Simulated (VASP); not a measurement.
Set up this calculation in VASP 6.6.1, as the native input.

- Task: single point
- Functional: PBE
- Dispersion: D3(BJ)
- Potentials or basis: VASP PAW PBE potentials, release 64 (W_sv)
- Cutoff: 520 eV
- k mesh: 8 × 8 × 8
- Occupations: gaussian, width 0.1 eV
- Spin: no spin polarisation
- Dipole correction: no
- Further INCAR settings: ALGO = Fast; EDIFF = 1e-07; NBANDS = 66

The structure of W lies in POSCAR:

```
W
1.0
    5.0403459971      0.0000000000      0.0000000000
    0.0000000000      5.0403459971      0.0000000000
    0.0000000000      0.0000000000      5.0403459971
W
8
Direct
    0.2500000000      0.0000000000      0.5000000000
    0.7500000000      0.0000000000      0.5000000000
    0.0000000000      0.5000000000      0.2500000000
    0.0000000000      0.5000000000      0.7500000000
    0.5000000000      0.7500000000      0.0000000000
    0.5000000000      0.2500000000      0.0000000000
    0.0000000000      0.0000000000      0.0000000000
    0.5000000000      0.5000000000      0.5000000000
```

One way to write it, as run:

INCAR

```
SYSTEM = W
PREC     = Accurate       ! precision mode
ENCUT    = 520            ! plane-wave cutoff, eV
EDIFF    = 1E-7           ! SCF threshold, eV
ISMEAR   = 0              ! smearing method
SIGMA    = 0.1            ! smearing width, eV
LREAL    = .False.        ! projectors in reciprocal space
LASPH    = .True.         ! aspherical terms in the spheres
NELM     = 80             ! most SCF steps
ALGO     = Fast           ! electronic algorithm
ISIF     = 2              ! what is computed and relaxed
LWAVE    = .False.        ! write WAVECAR
LCHARG   = .True.         ! write CHGCAR
GGA      = PE             ! functional
IVDW     = 12             ! dispersion correction
LELF     = .True.         ! ELF
LVHAR    = .True.       
NBANDS   = 66             ! bands
```

KPOINTS

```
Automatic mesh
0
Gamma
  8 8 8
  0 0 0
```

Potentials or basis: VASP PAW PBE potentials, release 64 (W_sv).

Command:

```bash
$ cat potpaw_PBE.64/W_sv/POTCAR > POTCAR
$ mpirun -np 1 vasp_std > vasp.out
```

It gave:

```
Pressure                   : 0.7 GPa
Band gap on the k mesh     : zero (bands 56 and 57 overlap by 0.89 eV)
Dispersion energy per atom : -0.688 eV
```

Caveat: spin-orbit coupling is left out, which moves the levels of the heavy elements.

Run time: 6.1 min on 1 thread of Intel(R) Xeon(R) Platinum 8259CL CPU @ 2.50GHz (Skylake/Cascade Lake) (shared host), peak memory 0.37 GiB.
